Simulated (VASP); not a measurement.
# CdS: single point with PBE+U

The system is CdS.

```xyz
2
Lattice="0.0000 2.9430 2.9430 2.9430 0.0000 2.9430 2.9430 2.9430 0.0000" Properties=species:S:1:pos:R:3 pbc="T T T"
Cd    0.0000    0.0000    0.0000
S     1.4715    1.4715    1.4715
```

| Item | Value |
| --- | --- |
| Program | VASP 6.6.1 |
| Task | single point |
| Functional | PBE |
| Potentials or basis | VASP PAW PBE potentials, release 64 (Cd, S) |
| Cutoff | 520 eV |
| k mesh | 2 × 2 × 2 |
| Occupations | gaussian, width 0.1 eV |
| Spin | no spin polarisation |
| Hubbard terms | Cd d U = 2.2 eV |

| Quantity | Value |
| --- | --- |
| Pressure | 4.5 GPa |
| Band gap on the k mesh | 1.05 eV, direct |

Levels at points of the mesh, in eV from the valence-band top:
```tsv
k point	band 6	band 7	band 8	band 9	band 10	band 11	band 12	band 13
(0.00, 0.00, 0.00)	-8.38	0.00	0.00	0.00	1.05	6.45	6.45	6.45
(0.50, 0.00, 0.00)	-7.93	-4.25	-0.70	-0.70	2.90	6.86	6.86	7.41
(0.50, 0.50, 0.00)	-7.81	-3.91	-1.75	-1.75	3.45	4.21	9.17	10.57
```

Eigenvalues of the final occupation matrices:
| site | spin | trace | eigenvalues |
| --- | --- | --- | --- |
| site 1 d | 1 | 4.86 | 0.96 0.96 0.98 0.98 0.98 |
| site 1 d | 2 | 4.86 | 0.96 0.96 0.98 0.98 0.98 |

It took 5.7 s on 1 thread of AMD EPYC 7R43 64-Core Processor (Zen 3) (shared host), peak memory 0.14 GiB.

Caveat: the k points lie up to 0.92 Å⁻¹ apart.
